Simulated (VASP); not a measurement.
# Au (Fm-3m) in VASP: notebook

Runs on Au. Level: r2SCAN. Tasks: single point.

All numbers are computed with VASP 6.6.1; they aren't measurements. Logs are shortened: lines on timing, memory, paths and dates and some standing lists are left out, and cuts for length are marked.

### 1 The cell of the first run

The structure is cubic, space group Fm-3m (No. 225). Conventional cell: a = 3.968 Å, b = 3.968 Å, c = 3.968 Å, α = 90.00°, β = 90.00°, γ = 90.00°. Within 3.7 Å of Au (site symmetry m-3m) lie 12 Au at 2.81 Å.

### 2 Single point, r2SCAN (strain -0.030 along x and y, -0.030 along z)

Input file POSCAR:

```
Au
1.0
    0.0000000000      1.9841350000      1.9841350000
    1.9841350000      0.0000000000      1.9841350000
    1.9841350000      1.9841350000      0.0000000000
Au
1
Direct
    0.0000000000      0.0000000000      0.0000000000
```

Input file INCAR.step1:

```
SYSTEM = Au
PREC = Accurate
ENCUT = 520
ISMEAR = 1
SIGMA = 0.4
LREAL = .False.
LASPH = .True.
NELM = 100
NBANDS = 12
GGA = PE
ALGO = Normal
EDIFF = 1E-4
LWAVE = .True.
LCHARG = .False.
```

Input file INCAR.step2:

```
SYSTEM = Au
PREC = Accurate
ENCUT = 520
EDIFF = 1E-7
ISMEAR = 1
SIGMA = 0.4
LREAL = .False.
LASPH = .True.
NELM = 100
ALGO = Normal
ISIF = 2
LWAVE = .False.
LCHARG = .False.
METAGGA = R2SCAN
LMIXTAU = .True.
NBANDS = 12
ISTART = 1
```

Input file KPOINTS:

```
Automatic mesh
0
Gamma
  20 20 20
  0 0 0
```

Potentials or basis: VASP PAW PBE potentials, release 64 (Au).

The run is started by

```console
$ cat potpaw_PBE.64/Au/POTCAR > POTCAR
$ cp INCAR.step1 INCAR
$ mpirun -np 1 vasp_std > vasp.out
$ cp INCAR.step2 INCAR
$ mpirun -np 1 vasp_std > vasp.out
```

OUTCAR:

```text
SYSTEM = Au
   PREC = Accurate
   ENCUT = 520
   EDIFF = 1E-7
   ISMEAR = 1
   LREAL = .False.
   LASPH = .True.
   NELM = 100
   ISIF = 2
   METAGGA = R2SCAN
   ISTART = 1

 ion  position               nearest neighbor table
   1  0.000  0.000  0.000-

  LATTYP: Found a face centered cubic cell.
 ALAT       =     3.9682700000

  Lattice vectors:

 A1 = (   0.0000000000,   1.9841350000,   1.9841350000)
 A2 = (   1.9841350000,   0.0000000000,   1.9841350000)
 A3 = (   1.9841350000,   1.9841350000,   0.0000000000)

Analysis of symmetry for initial positions (statically):
=====================================================================
 Subroutine PRICEL returns:
 Original cell was already a primitive cell.

 Routine SETGRP: Setting up the symmetry group for a
 face centered cubic supercell.

 Subroutine GETGRP returns: Found 48 space group operations
 (whereof 48 operations were pure point group operations)
 out of a pool of 48 trial point group operations.

The static configuration has the point symmetry O_h .

Analysis of symmetry for dynamics (positions and initial velocities):
=====================================================================
 Subroutine PRICEL returns:
 Original cell was already a primitive cell.

 Routine SETGRP: Setting up the symmetry group for a
 face centered cubic supercell.

 Subroutine GETGRP returns: Found 48 space group operations
 (whereof 48 operations were pure point group operations)
 out of a pool of 48 trial point group operations.

The dynamic configuration has the point symmetry O_h .

 Subroutine INISYM returns: Found 48 space group operations
 (whereof 48 operations are pure point group operations),
 and found     1 'primitive' translations

----------------------------------------------------------------------------------------

                                     Primitive cell

  volume of cell :      15.6223

  direct lattice vectors                    reciprocal lattice vectors
     0.000000000  1.984135000  1.984135000    -0.251998982  0.251998982  0.251998982
     1.984135000  0.000000000  1.984135000     0.251998982 -0.251998982  0.251998982
     1.984135000  1.984135000  0.000000000     0.251998982  0.251998982 -0.251998982

  length of vectors
     2.805990627  2.805990627  2.805990627     0.436475040  0.436475040  0.436475040

  position of ions in fractional coordinates (direct lattice)
     0.000000000  0.000000000  0.000000000

  ion indices of the primitive-cell ions
   primitive index   ion index
                 1           1

----------------------------------------------------------------------------------------

 KPOINTS: Automatic mesh

Automatic generation of k-mesh.
 Grid dimensions read from file:
 generate k-points for:   20   20   20

 Generating k-lattice:

  Cartesian coordinates                     Fractional coordinates (reciprocal lattice)
    -0.012599949  0.012599949  0.012599949     0.050000000  0.000000000  0.000000000
     0.012599949 -0.012599949  0.012599949     0.000000000  0.050000000  0.000000000
     0.012599949  0.012599949 -0.012599949     0.000000000  0.000000000  0.050000000

  Length of vectors
     0.021823752  0.021823752  0.021823752

  Shift w.r.t. Gamma in fractional coordinates (k-lattice)
     0.000000000  0.000000000  0.000000000

 Subroutine IBZKPT returns following result:
 ===========================================

 Found    256 irreducible k-points:

 Following reciprocal coordinates:
            Coordinates               Weight
  0.000000  0.000000  0.000000      1.000000
  0.050000  0.000000  0.000000      8.000000
  0.100000  0.000000  0.000000      8.000000
  0.150000  0.000000  0.000000      8.000000
  0.200000  0.000000  0.000000      8.000000
  0.250000  0.000000  0.000000      8.000000
[... 16 lines left out ...]
 -0.400000  0.050000  0.000000     24.000000
 -0.350000  0.050000  0.000000     24.000000
 [... further k-points ...]
   k-points           NKPTS =    256   k-points in BZ     NKDIM =    256   number of bands    NBANDS=     12
   number of dos      NEDOS =    301   number of ions     NIONS =      1
   total plane-waves  NPLWV =  13824
   dimension x,y,z NGX =    24 NGY =   24 NGZ =   24
   dimension x,y,z NGXF=    48 NGYF=   48 NGZF=   48
   ions per type =               1
   NGX,Y,Z   is equivalent  to a cutoff of  14.22, 14.22, 14.22 a.u.
   NGXF,Y,Z  is equivalent  to a cutoff of  28.44, 28.44, 28.44 a.u.
 SYSTEM =  Au
   PREC   = accura    normal or accurate (medium, high low for compatibility)
   ISTART =      1    job   : 0-new  1-cont  2-samecut
   ICHARG =      0    charge: 1-file 2-atom 10-const
   ISPIN  =      1    spin polarized calculation?
   LNONCOLLINEAR =      F non collinear calculations
   LSORBIT =      F    spin-orbit coupling
   LASPH  =      T    aspherical Exc in radial PAW
   ENCUT  =  520.0 eV  38.22 Ry    6.18 a.u.   5.22  5.22  5.22*2*pi/ulx,y,z
   NELM   =    100;   NELMIN=  2; NELMDL=  0     # of ELM steps
   EDIFF  = 0.1E-06   stopping-criterion for ELM
   LREAL  =      F    real-space projection
   EDIFFG = 0.1E-05   stopping-criterion for IOM
   NSW    =      0    number of steps for IOM
   IBRION =     -1    ionic relax: 0-MD 1-quasi-New 2-CG
   NFREE  =      0    steps in history (QN), initial steepest desc. (CG)
   ISIF   =      2    stress and relaxation
   ISYM   =      2    0-nonsym 1-usesym 2-fastsym
   POTIM  = 0.5000    time-step for ionic-motion
   TEBEG  =    0.0;   TEEND  =   0.0 temperature during run
   PSTRESS=    0.0 pullay stress
   NELECT =      11.0000    total number of electrons
   NUPDOWN=      -1.0000    fix difference up-down
   EMIN   =  10.00;   EMAX   =-10.00  energy-range for DOS
   EFERMI =   0.00;   METHOD = LEGACY
   ISMEAR =     1;   SIGMA  =   0.40  broadening in eV -4-tet -1-fermi 0-gaus
   EFERMI_NEDOS =   21; number of points for ismear=-14 and -15
   IALGO  =     38    algorithm
   IMIX   =      4    mixing-type and parameters
     AMIX     =   0.40;   BMIX     =  1.00
     AMIX_MAG =   1.60;   BMIX_MAG =  1.00
  volume/ion in A,a.u.               =      15.62       105.42
  Fermi-wavevector in a.u.,A,eV,Ry     =   1.456435  2.752264 28.860727  2.121204
  Thomas-Fermi vector in A             =   2.573354
   LORBIT       =      0    0 simple, 1 ext, 2 COOP (PROOUT), +10 PAW based schemes
   METAGGA = R2SCAN    functional components
   LHFCALC =     F    Hartree Fock is set to
   AEXX    =    0.0000 exact exchange contribution
   IVDW    =     0    specifies the selected vdW correction
   LEPSILON=     F    determine dielectric tensor
   LRPA    =     F    only Hartree local field effects (RPA)
 non-spin polarized calculation
 Methfessel and Paxton  Order N= 1 SIGMA  =   0.40
  energy-cutoff  :      520.00
  volume of cell :       15.62
 maximum number of plane-waves:       444
 NGX is ok and might be reduce to    24
   NGX = 11   NGY = 11   NGZ = 11

 number of electron      11.0000002 magnetization

 Free energy of the ion-electron system (eV)
  ---------------------------------------------------
  ext. energy  EPLUGINS =         0.00000000
  ---------------------------------------------------
  free energy    TOTEN  =       -50.45832388 eV

  energy without entropy =      -50.45776989  energy(sigma->0) =      -50.45813922

 E-fermi :  10.8875     XC(G=0): -14.2572

 val. band max:       10.8681563919   @ k =   0.5000   0.1000   0.0000
 cond. band min:      10.8890723479   @ k =   0.5000   0.2500   0.1000
 fundamental gap:      0.0209159560
 Fermi energy:        10.8875121183

 k-point     1 :       0.0000    0.0000    0.0000
  band No.  band energies     occupation
      1      -0.2526      2.00000
      2       5.3816      2.00000
      3       5.3816      2.00000
      4       5.3816      2.00000
      5       7.1725      2.00000
      6       7.1725      2.00000
      7      26.0024      0.00000
      8      30.6494      0.00000
      9      30.6494      0.00000
     10      30.6494      0.00000
     11      36.2602      0.00000
     12      41.7667      0.00000

 k-point     2 :       0.0500    0.0000    0.0000
  band No.  band energies     occupation
      1      -0.1539      2.00000
      2       5.3462      2.00000
      3       5.4177      2.00000
      4       5.4177      2.00000
      5       7.1551      2.00000
      6       7.1551      2.00000
      7      26.1325      0.00000
      8      30.0521      0.00000
      9      30.7795      0.00000
     10      30.7796      0.00000
     11      36.8375      0.00000
     12      40.4593      0.00000

 k-point     3 :       0.1000    0.0000    0.0000
  band No.  band energies     occupation
      1       0.1349      2.00000
      2       5.2537      2.00000
      3       5.5149      2.00000
      4       5.5149      2.00000
      5       7.1158      2.00000
      6       7.1158      2.00000
      7      26.4767      0.00000
      8      28.7259      0.00000
      9      31.1563      0.00000
     10      31.1563      0.00000
     11      37.1990      0.00000
     12      39.5739      0.00000

 k-point     4 :       0.1500    0.0000    0.0000
  band No.  band energies     occupation
      1       0.5891      2.00000
      2       5.1463      2.00000
      3       5.6353      2.00000
      4       5.6353      2.00000
      5       7.0969      2.00000
      6       7.0969      2.00000
      7      26.6550      0.00000
      8      27.3840      0.00000
      9      31.7329      0.00000
     10      31.7329      0.00000
     11      35.7595      0.00000
     12      38.3098      0.00000

 k-point     5 :       0.2000    0.0000    0.0000
  band No.  band energies     occupation
      1       1.1529      2.00000
      2       5.1009      2.00000
      3       5.7148      2.00000
      4       5.7148      2.00000
      5       7.1660      2.00000
      6       7.1660      2.00000
      7      25.1335      0.00000
      8      27.4368      0.00000
      9      32.3911      0.00000
     10      32.3911      0.00000
     11      34.5890      0.00000
     12      36.7655      0.00000
[... 228 lines left out ...]
      1       2.4410      2.00000
      2       5.2700      2.00000
      3       5.3840      2.00000
      4       8.0623      2.00000
      5       8.6327      2.00000
      6      10.1356      2.02312
      7      14.6318     -0.00000
      8      25.6381      0.00000
      9      29.1905      0.00000
     10      29.2876      0.00000
     11      38.1244      0.00000
     12      38.2925      0.00000

 k-point    22 :      -0.4500    0.0500    0.0000
  band No.  band energies     occupation
      1       2.4439      2.00000
      2       5.2863      2.00000
      3       5.3834      2.00000
      4       8.0547      2.00000
      5       8.5316      2.00000
      6       9.9678      2.00541
      7      14.9104     -0.00000
      8      25.6678      0.00000
      9      29.0123      0.00000
     10      29.6135      0.00000
     11      37.9749      0.00000
     12      38.2182      0.00000

 k-point    23 :      -0.4000    0.0500    0.0000
  band No.  band energies     occupation
      1       2.4537      2.00000
      2       5.3490      2.00000
      3       5.4298      2.00000
      4       7.6033      2.00000
      5       8.2913      2.00000
      6       9.1981      2.00000
      7      16.4000     -0.00000
      8      25.8855      0.00000
      9      29.2102      0.00000
     10      30.3371      0.00000
     11      37.1977      0.00000
     12      37.8963      0.00000

 k-point    24 :      -0.3500    0.0500    0.0000
  band No.  band energies     occupation
      1       2.4331      2.00000
      2       5.4461      2.00000
      3       5.5169      2.00000
      4       6.7310      2.00000
      5       7.9536      2.00000
      6       8.6047      2.00000
      7      18.3424     -0.00000
      8      26.2741      0.00000
      9      29.7229      0.00000
     10      31.4195      0.00000
     11      36.0300      0.00000
     12      37.1795      0.00000

 [... further k-points ...]

------------------------ aborting loop because EDIFF is reached ----------------------------------------

  FORCE on cell =-STRESS in cart. coord.  units (eV):
  Direction    XX          YY          ZZ          XY          YZ          ZX
  --------------------------------------------------------------------------------------
  -------------------------------------------------------------------------------------
  Total        2.5032257      2.5032257      2.5032257     -0.0000000     -0.0000000      0.0000000
  in kB      256.7242791    256.7242791    256.7242791     -0.0000000     -0.0000000      0.0000000
  external PRESSURE =     256.7242791 kB  Pullay stress =       0.0000000 kB

 VOLUME and BASIS-vectors are now :
 -----------------------------------------------------------------------------
  energy-cutoff  :      520.00
  volume of cell :       15.62
      direct lattice vectors                 reciprocal lattice vectors
     0.000000000  1.984135000  1.984135000    -0.251998982  0.251998982  0.251998982
     1.984135000  0.000000000  1.984135000     0.251998982 -0.251998982  0.251998982
     1.984135000  1.984135000  0.000000000     0.251998982  0.251998982 -0.251998982

 POSITION                                       TOTAL-FORCE (eV/Angst)
 -----------------------------------------------------------------------------------
      0.00000      0.00000      0.00000         0.000000      0.000000      0.000000
 -----------------------------------------------------------------------------------
    total drift:                               -0.000000      0.000000      0.000000

  FREE ENERGIE OF THE ION-ELECTRON SYSTEM (eV)
  ---------------------------------------------------
  free  energy   TOTEN  =       -50.4583238848 eV

  energy  without entropy=      -50.4577698897  energy(sigma->0) =      -50.45813922
```

Wall time 1.9 min (1 thread of Intel Xeon Platinum 8488C (Sapphire Rapids), shared host); peak memory 0.18 GiB.

What came out:

* Free energy: -50.4583 eV
* Pressure: 25.7 GPa
* Band gap on the k mesh: zero (an odd number of electrons rules out a gap without spin polarisation)

Caveat: the cell differs from its parent crystal (strain -0.030 along x and y, -0.030 along z); the cell stands under pressure; the PAW data sets were made with another functional, which shifts forces and pressure a little; spin-orbit coupling is left out, which moves the levels of the heavy elements.

### 3 Single point, r2SCAN (strain -0.015 along x and y, -0.015 along z)

Input file POSCAR:

```
Au
1.0
    0.0000000000      2.0148175000      2.0148175000
    2.0148175000      0.0000000000      2.0148175000
    2.0148175000      2.0148175000      0.0000000000
Au
1
Direct
    0.0000000000      0.0000000000      0.0000000000
```

Input file INCAR.step1:

```
SYSTEM = Au
PREC     = Accurate       ! precision mode
ENCUT    = 520            ! plane-wave cutoff, eV
ISMEAR   = 1              ! smearing method
SIGMA    = 0.4            ! smearing width, eV
LREAL    = .False.        ! projectors in reciprocal space
LASPH    = .True.         ! aspherical terms in the spheres
NELM     = 80             ! most SCF steps
NBANDS   = 12             ! bands
GGA      = PE             ! functional
ALGO     = Normal         ! electronic algorithm
EDIFF    = 1E-4           ! SCF threshold, eV
LWAVE    = .True.         ! write WAVECAR
LCHARG   = .False.        ! write CHGCAR
```

Input file INCAR.step2:

```
SYSTEM = Au
PREC     = Accurate       ! precision mode
ENCUT    = 520            ! plane-wave cutoff, eV
EDIFF    = 1E-6           ! SCF threshold, eV
ISMEAR   = 1              ! smearing method
SIGMA    = 0.4            ! smearing width, eV
LREAL    = .False.        ! projectors in reciprocal space
LASPH    = .True.         ! aspherical terms in the spheres
NELM     = 80             ! most SCF steps
ALGO     = Normal         ! electronic algorithm
ISIF     = 2              ! what is computed and relaxed
LWAVE    = .False.        ! write WAVECAR
LCHARG   = .True.         ! write CHGCAR
METAGGA  = R2SCAN         ! meta-GGA
LMIXTAU  = .True.       
LELF     = .True.         ! ELF
LVHAR    = .True.       
NBANDS   = 12             ! bands
ISTART   = 1
```

KPOINTS is that of step 2.

Potentials or basis: VASP PAW PBE potentials, release 64 (Au).

The run is started by

```console
$ cat potpaw_PBE.64/Au/POTCAR > POTCAR
$ cp INCAR.step1 INCAR
$ mpirun -np 1 vasp_std > vasp.out
$ cp INCAR.step2 INCAR
$ mpirun -np 1 vasp_std > vasp.out
```

Wall time 1.7 min (1 thread of Intel Xeon Platinum 8488C (Sapphire Rapids), shared host); peak memory 0.18 GiB.

The run converged. Its results:

| Item | Value |
| --- | --- |
| Free energy | -50.5477 eV |
| Pressure | 13.7 GPa |
| Band gap on the k mesh | zero (an odd number of electrons rules out a gap without spin polarisation) |

Levels at points of the mesh, in eV from the Fermi level:
```tsv
k point	band 3	band 4	band 5	band 6	band 7	band 8	band 9	band 10
(0.00, 0.00, 0.00)	-5.21	-5.21	-3.56	-3.56	15.23	19.59	19.59	19.59
(0.50, 0.00, 0.00)	-5.26	-2.21	-2.21	-1.03	3.39	14.74	18.24	18.24
(0.50, 0.50, 0.00)	-2.28	-1.84	-1.84	1.04	6.35	10.63	10.63	18.53
```

Caveat: the cell differs from its parent crystal (strain -0.015 along x and y, -0.015 along z); the cell stands under pressure; the PAW data sets were made with another functional, which shifts forces and pressure a little; spin-orbit coupling is left out, which moves the levels of the heavy elements.

The gap in the log of VASP goes by the Fermi energy; the results here count the filled bands.